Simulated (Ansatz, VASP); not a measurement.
**Two plane-wave programs on Sr**

The input INCAR:

```
PREC     = Accurate       # precision mode
ENCUT    = 520            # plane-wave cutoff, eV
EDIFF    = 1E-8           # SCF threshold, eV
ISMEAR   = -1             # smearing method
SIGMA    = 0.05           # smearing width, eV
LREAL    = False          # projectors in reciprocal space
LASPH    = True           # aspherical terms in the spheres
NELM     = 150            # most SCF steps
ALGO     = Normal         # electronic algorithm
ISIF     = 2              # what is computed and relaxed
LWAVE    = False          # write WAVECAR
LCHARG   = False          # write CHGCAR
MAGMOM   = 0 0 0          # initial moments
LORBIT   = 11             # projections on sites
LSORBIT  = True           # spin-orbit coupling
GGA_COMPAT= False        
LORBMOM  = True         
GGA      = PE             # functional
LEFG     = True         
NBANDS   = 21             # bands
```

File KPOINTS:

```
Automatic mesh
0
Gamma
  10 10 10
```

File POSCAR:

```
Sr
1.0
   -2.4250000000      2.4250000000      2.4250000000
    2.4250000000     -2.4250000000      2.4250000000
    2.4250000000      2.4250000000     -2.4250000000
Sr
1
Direct
    0.0000000000      0.0000000000      0.0000000000
```

Input for Ansatz:

```yaml
crystal:
  lattice:
    - [-2.425, 2.425, 2.425]
    - [2.425, -2.425, 2.425]
    - [2.425, 2.425, -2.425]
  atoms:
    - { symbol: Sr, position: [0.0, 0.0, 0.0] }
kpoints:
  mp_grid: { grid: [10, 10, 10] }
  band_path:
    path:
      - [0.0, 0.0, 0.0]
      - [0.5, -0.5, 0.5]
      - [0.0, 0.0, 0.5]
      - [0.0, 0.0, 0.0]
      - [0.25, 0.25, 0.25]
      - [0.5, -0.5, 0.5]
      - [0.25, 0.25, 0.25]
      - [0.0, 0.0, 0.5]
    npoints: 5
scf:
  occupations: { method: fermi_dirac, width: 0.05 }
hamiltonian:
  xc: pbe
  pseudopotentials: { kind: paw_fr }
output:
  forces: true
  stress: true
  eigenvalues: true
  efg: { contact_densities: true }
magnetization:
  noncollinear: true
  spin_orbit: true
```

Alike in both runs: task electric field gradients; functional PBE; k mesh 10 × 10 × 10; occupations fermi-dirac, width 0.05 eV; non-collinear spin, spin-orbit coupling.

```csv
,VASP,Ansatz
version,VASP 6.6.1,Ansatz 0.2.0
potentials or method,"VASP PAW PBE potentials, release 64 (Sr_sv)","PAW with Ansatz's default frozen-core files, fully relativistic files with spin-orbit coupling"
plane-wave cutoff (eV),520,420
valence electrons in the cell,10,10
```

```tsv
	VASP	Ansatz	Ansatz less VASP
pressure (GPa)	-0.6	-0.6	0.00
net moment per atom (μB)	0.00	0.00	0.000
```
